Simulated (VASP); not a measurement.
# SrO (Imm2) in VASP: single point with PBE

Aim: the single point of SrO with PBE.

Everything below comes from runs of VASP 6.6.1. Logs are shortened: lines on timing, memory, paths and dates and some standing lists are left out, and cuts for length are marked.

## 1. The cell of the first run

It takes space group Imm2 (No. 44, orthorhombic). Conventional cell: a = 3.673 Å, b = 5.195 Å, c = 3.673 Å, α = 90.00°, β = 90.00°, γ = 90.00°. Sr (site symmetry mm2) has 6 O at 2.46 to 2.74 Å within 3.2 Å. O (site symmetry mm2) has 6 Sr at 2.46 to 2.74 Å within 3.2 Å.

## 2. Single point, PBE

INCAR

```
PREC = Accurate ; ENCUT = 520
EDIFF = 1E-6 ; ISMEAR = 0
SIGMA = 0.05 ; LREAL = F
LASPH = T ; NELM = 100
ALGO = Normal ; ISIF = 2
LWAVE = F ; LCHARG = F
GGA = PE ; NBANDS = 15
```

KPOINTS

```
Automatic mesh
0
Gamma
  8 8 8
```

POSCAR

```
SrO
1.0
    0.0000000000      2.5973917585      2.5973917585
    2.5973917585      0.0000000000      2.5973917585
    2.5973917585      2.5973917585      0.0000000000
Sr O
1 1
Direct
    0.0000000000      0.0000000000      0.0000000000
    0.5544474494      0.5000000000      0.5000000000
```

Potentials or basis: VASP PAW PBE potentials, release 64 (Sr_sv, O).

The run is started by

```
> cat potpaw_PBE.64/Sr_sv/POTCAR potpaw_PBE.64/O/POTCAR > POTCAR
> mpirun -np 1 vasp_std > vasp.out
```

OUTCAR:

```text
PREC = Accurate
   ENCUT = 520
   EDIFF = 1E-6
   ISMEAR = 0
   LREAL = F
   LASPH = T
   NELM = 100
   ISIF = 2
   GGA = PE

 ion  position               nearest neighbor table
   1  0.000  0.000  0.000-   2 2.46   2 2.46   2 2.61   2 2.61   2 2.74   2 2.74
   2  0.554  0.500  0.500-   1 2.46   1 2.46   1 2.61   1 2.61   1 2.74   1 2.74

  LATTYP: Found a face centered cubic cell.
 ALAT       =     5.1947835170

  Lattice vectors:

 A1 = (   0.0000000000,   2.5973917585,   2.5973917585)
 A2 = (   2.5973917585,   0.0000000000,   2.5973917585)
 A3 = (   2.5973917585,   2.5973917585,   0.0000000000)

Analysis of symmetry for initial positions (statically):
=====================================================================
 Subroutine PRICEL returns:
 Original cell was already a primitive cell.

 Routine SETGRP: Setting up the symmetry group for a
 face centered cubic supercell.

 Subroutine GETGRP returns: Found  4 space group operations
 (whereof  4 operations were pure point group operations)
 out of a pool of 48 trial point group operations.

The static configuration has the point symmetry C_2v.

Analysis of symmetry for dynamics (positions and initial velocities):
=====================================================================
 Subroutine PRICEL returns:
 Original cell was already a primitive cell.

 Routine SETGRP: Setting up the symmetry group for a
 face centered cubic supercell.

 Subroutine GETGRP returns: Found  4 space group operations
 (whereof  4 operations were pure point group operations)
 out of a pool of 48 trial point group operations.

The dynamic configuration has the point symmetry C_2v.

 Subroutine INISYM returns: Found  4 space group operations
 (whereof  4 operations are pure point group operations),
 and found     1 'primitive' translations

----------------------------------------------------------------------------------------

                                     Primitive cell

  volume of cell :      35.0463

  direct lattice vectors                    reciprocal lattice vectors
     0.000000000  2.597391759  2.597391759    -0.192500803  0.192500803  0.192500803
     2.597391759  0.000000000  2.597391759     0.192500803 -0.192500803  0.192500803
     2.597391759  2.597391759  0.000000000     0.192500803  0.192500803 -0.192500803

  length of vectors
     3.673266652  3.673266652  3.673266652     0.333421172  0.333421172  0.333421172

  position of ions in fractional coordinates (direct lattice)
     0.000000000  0.000000000  0.000000000
     0.554447449  0.500000000  0.500000000

  ion indices of the primitive-cell ions
   primitive index   ion index
                 1           1
                 2           2

----------------------------------------------------------------------------------------

 KPOINTS: Automatic mesh

Automatic generation of k-mesh.
 Grid dimensions read from file:
 generate k-points for:    8    8    8

 Generating k-lattice:

  Cartesian coordinates                     Fractional coordinates (reciprocal lattice)
    -0.024062600  0.024062600  0.024062600     0.125000000  0.000000000  0.000000000
     0.024062600 -0.024062600  0.024062600     0.000000000  0.125000000  0.000000000
     0.024062600  0.024062600 -0.024062600     0.000000000  0.000000000  0.125000000

  Length of vectors
     0.041677646  0.041677646  0.041677646

  Shift w.r.t. Gamma in fractional coordinates (k-lattice)
     0.000000000  0.000000000  0.000000000

 Subroutine IBZKPT returns following result:
 ===========================================

 Found     95 irreducible k-points:

 Following reciprocal coordinates:
            Coordinates               Weight
  0.000000  0.000000  0.000000      1.000000
  0.125000  0.000000  0.000000      4.000000
  0.000000  0.125000  0.000000      4.000000
  0.250000  0.000000  0.000000      4.000000
  0.000000  0.250000  0.000000      4.000000
  0.375000  0.000000  0.000000      4.000000
[... 16 lines left out ...]
  0.375000 -0.125000 -0.125000      4.000000
 -0.375000  0.125000  0.000000      8.000000
 [... further k-points ...]
   k-points           NKPTS =     95   k-points in BZ     NKDIM =     95   number of bands    NBANDS=     15
   number of dos      NEDOS =    301   number of ions     NIONS =      2
   total plane-waves  NPLWV =  21952
   dimension x,y,z NGX =    28 NGY =   28 NGZ =   28
   dimension x,y,z NGXF=    56 NGYF=   56 NGZF=   56
   ions per type =               1   1
   NGX,Y,Z   is equivalent  to a cutoff of  12.67, 12.67, 12.67 a.u.
   NGXF,Y,Z  is equivalent  to a cutoff of  25.34, 25.34, 25.34 a.u.
 SYSTEM =  unknown system
   PREC   = accura    normal or accurate (medium, high low for compatibility)
   ISTART =      0    job   : 0-new  1-cont  2-samecut
   ICHARG =      2    charge: 1-file 2-atom 10-const
   ISPIN  =      1    spin polarized calculation?
   LNONCOLLINEAR =      F non collinear calculations
   LSORBIT =      F    spin-orbit coupling
   LASPH  =      T    aspherical Exc in radial PAW
   ENCUT  =  520.0 eV  38.22 Ry    6.18 a.u.   6.83  6.83  6.83*2*pi/ulx,y,z
   NELM   =    100;   NELMIN=  2; NELMDL= -5     # of ELM steps
   EDIFF  = 0.1E-05   stopping-criterion for ELM
   LREAL  =      F    real-space projection
   EDIFFG = 0.1E-04   stopping-criterion for IOM
   NSW    =      0    number of steps for IOM
   IBRION =     -1    ionic relax: 0-MD 1-quasi-New 2-CG
   NFREE  =      0    steps in history (QN), initial steepest desc. (CG)
   ISIF   =      2    stress and relaxation
   ISYM   =      2    0-nonsym 1-usesym 2-fastsym
   POTIM  = 0.5000    time-step for ionic-motion
   TEBEG  =    0.0;   TEEND  =   0.0 temperature during run
   PSTRESS=    0.0 pullay stress
   NELECT =      16.0000    total number of electrons
   NUPDOWN=      -1.0000    fix difference up-down
   EMIN   =  10.00;   EMAX   =-10.00  energy-range for DOS
   EFERMI =   0.00;   METHOD = LEGACY
   ISMEAR =     0;   SIGMA  =   0.05  broadening in eV -4-tet -1-fermi 0-gaus
   EFERMI_NEDOS =   21; number of points for ismear=-14 and -15
   IALGO  =     38    algorithm
   IMIX   =      4    mixing-type and parameters
     AMIX     =   0.40;   BMIX     =  1.00
     AMIX_MAG =   1.60;   BMIX_MAG =  1.00
  volume/ion in A,a.u.               =      17.52       118.25
  Fermi-wavevector in a.u.,A,eV,Ry     =   1.260571  2.382134 21.620197  1.589040
  Thomas-Fermi vector in A             =   2.394074
   LORBIT       =      0    0 simple, 1 ext, 2 COOP (PROOUT), +10 PAW based schemes
   GGA     = PE    functional components
   LHFCALC =     F    Hartree Fock is set to
   AEXX    =    0.0000 exact exchange contribution
   IVDW    =     0    specifies the selected vdW correction
   LEPSILON=     F    determine dielectric tensor
   LRPA    =     F    only Hartree local field effects (RPA)
 non-spin polarized calculation
 Gauss-broadening in eV      SIGMA  =   0.05
  energy-cutoff  :      520.00
  volume of cell :       35.05
 maximum number of plane-waves:       960
   NGX = 13   NGY = 13   NGZ = 13

 number of electron      16.0000000 magnetization

 Free energy of the ion-electron system (eV)
  ---------------------------------------------------
  ext. energy  EPLUGINS =         0.00000000
  ---------------------------------------------------
  free energy    TOTEN  =       -12.01392289 eV

  energy without entropy =      -12.01392289  energy(sigma->0) =      -12.01392289

 E-fermi :   1.6969     XC(G=0):  -9.8725

 val. band max:        1.4334156374   @ k =   0.0000   0.0000   0.0000
 cond. band min:       4.9515096706   @ k =   0.5000   0.5000   0.0000
 fundamental gap:      3.5180940332
 Fermi energy:         1.6968769858

 k-point     1 :       0.0000    0.0000    0.0000
  band No.  band energies     occupation
      1     -30.9491      2.00000
      2     -13.6548      2.00000
      3     -12.6202      2.00000
      4     -12.6195      2.00000
      5     -12.5228      2.00000
      6       1.4084      2.00000
      7       1.4127      2.00000
      8       1.4334      2.00000
      9       5.2608      0.00000
     10       7.6702      0.00000
     11       7.8226      0.00000
     12       7.8326      0.00000
     13       9.8383      0.00000
     14       9.9507      0.00000
     15      14.0457      0.00000

 k-point     2 :       0.1250    0.0000    0.0000
  band No.  band energies     occupation
      1     -30.9317      2.00000
      2     -13.9721      2.00000
      3     -12.6404      2.00000
      4     -12.6319      2.00000
      5     -12.2430      2.00000
      6       0.9668      2.00000
      7       1.2594      2.00000
      8       1.2743      2.00000
      9       5.9231      0.00000
     10       7.6399      0.00000
     11       7.9566      0.00000
     12       8.1038      0.00000
     13      10.2388      0.00000
     14      10.3293      0.00000
     15      15.0196      0.00000

 k-point     3 :       0.0000    0.1250    0.0000
  band No.  band energies     occupation
      1     -30.9314      2.00000
      2     -13.9843      2.00000
      3     -12.6576      2.00000
      4     -12.6321      2.00000
      5     -12.2126      2.00000
      6       0.9406      2.00000
      7       1.2585      2.00000
      8       1.3315      2.00000
      9       5.9351      0.00000
     10       7.4795      0.00000
     11       8.0106      0.00000
     12       8.1046      0.00000
     13      10.2491      0.00000
     14      10.3835      0.00000
     15      15.0039      0.00000
[... 343 lines left out ...]
 k-point    23 :       0.3750   -0.1250   -0.1250
  band No.  band energies     occupation
      1     -30.8227      2.00000
      2     -14.9121      2.00000
      3     -12.8061      2.00000
      4     -12.7376      2.00000
      5     -11.6017      2.00000
      6      -0.3418      2.00000
      7       0.5169      2.00000
      8       0.5473      2.00000
      9       7.7713      0.00000
     10       8.9077      0.00000
     11      10.3853      0.00000
     12      10.6016      0.00000
     13      12.9953      0.00000
     14      13.1659      0.00000
     15      15.2527      0.00000

 k-point    24 :      -0.3750    0.1250    0.0000
  band No.  band energies     occupation
      1     -30.8284      2.00000
      2     -14.8840      2.00000
      3     -12.8429      2.00000
      4     -12.7040      2.00000
      5     -11.5827      2.00000
      6      -0.3314      2.00000
      7       0.4670      2.00000
      8       0.6886      2.00000
      9       7.7499      0.00000
     10       8.7858      0.00000
     11       9.9754      0.00000
     12      10.4705      0.00000
     13      12.6423      0.00000
     14      13.2055      0.00000
     15      15.4739      0.00000

 [... further k-points ...]

------------------------ aborting loop because EDIFF is reached ----------------------------------------

  FORCE on cell =-STRESS in cart. coord.  units (eV):
  Direction    XX          YY          ZZ          XY          YZ          ZX
  --------------------------------------------------------------------------------------
  -------------------------------------------------------------------------------------
  Total        0.0386722      0.4743874      0.4743874      0.0000000     -0.0562477      0.0000000
  in kB        1.7679365     21.6870931     21.6870931      0.0000000     -2.5714218      0.0000000
  external PRESSURE =      15.0473743 kB  Pullay stress =       0.0000000 kB

 VOLUME and BASIS-vectors are now :
 -----------------------------------------------------------------------------
  energy-cutoff  :      520.00
  volume of cell :       35.05
      direct lattice vectors                 reciprocal lattice vectors
     0.000000000  2.597391759  2.597391759    -0.192500803  0.192500803  0.192500803
     2.597391759  0.000000000  2.597391759     0.192500803 -0.192500803  0.192500803
     2.597391759  2.597391759  0.000000000     0.192500803  0.192500803 -0.192500803

 POSITION                                       TOTAL-FORCE (eV/Angst)
 -----------------------------------------------------------------------------------
      0.00000      0.00000      0.00000         0.000000      0.304962      0.304962
      2.59739      2.73881      2.73881        -0.000000     -0.304962     -0.304962
 -----------------------------------------------------------------------------------
    total drift:                               -0.000000      0.000103      0.000103

  FREE ENERGIE OF THE ION-ELECTRON SYSTEM (eV)
  ---------------------------------------------------
  free  energy   TOTEN  =       -12.0139228864 eV

  energy  without entropy=      -12.0139228864  energy(sigma->0) =      -12.01392289
```

Run time: 32 s. Hardware: 1 thread of Intel Xeon 6975P-C (Granite Rapids), shared host; peak memory 0.18 GiB.

What came out:

```yaml
Free_energy: -12.0139 eV
Pressure: 1.5 GPa
Largest_force: 0.431 eV/Å
Band_gap_on_the_k_mesh: 3.52 eV, indirect (least direct gap 3.56 eV)
```

Forces on the atoms (eV/Å):
```
Sr   0.000  0.305  0.305
O    0.000 -0.305 -0.305
```

Levels at points of the mesh, in eV from the valence-band top:
| k point | band 4 | band 5 | band 6 | band 7 | band 8 | band 9 | band 10 | band 11 | band 12 | band 13 |
| --- | --- | --- | --- | --- | --- | --- | --- | --- | --- | --- |
| (0.00, 0.00, 0.00) | -14.05 | -13.96 | -0.02 | -0.02 | 0.00 | 3.83 | 6.24 | 6.39 | 6.40 | 8.40 |
| (0.50, 0.00, 0.00) | -14.13 | -12.90 | -2.02 | -1.02 | -1.01 | 6.47 | 8.25 | 8.74 | 8.97 | 11.57 |
| (0.00, 0.50, 0.00) | -14.14 | -12.84 | -2.02 | -0.98 | -0.93 | 6.45 | 7.90 | 8.69 | 9.00 | 11.57 |
| (0.50, 0.50, 0.00) | -14.39 | -14.17 | -0.38 | -0.15 | -0.04 | 3.52 | 7.55 | 10.03 | 10.11 | 10.94 |
| (0.00, 0.50, 0.50) | -14.39 | -14.12 | -0.42 | -0.22 | -0.06 | 3.66 | 7.56 | 10.13 | 10.21 | 10.95 |

Caveat: the cell differs from its parent crystal (all O atoms moved -0.200 Å, as atom 2 towards its neighbour atom 2 (O) at 3.673 Å). A k mesh can miss the band edges.
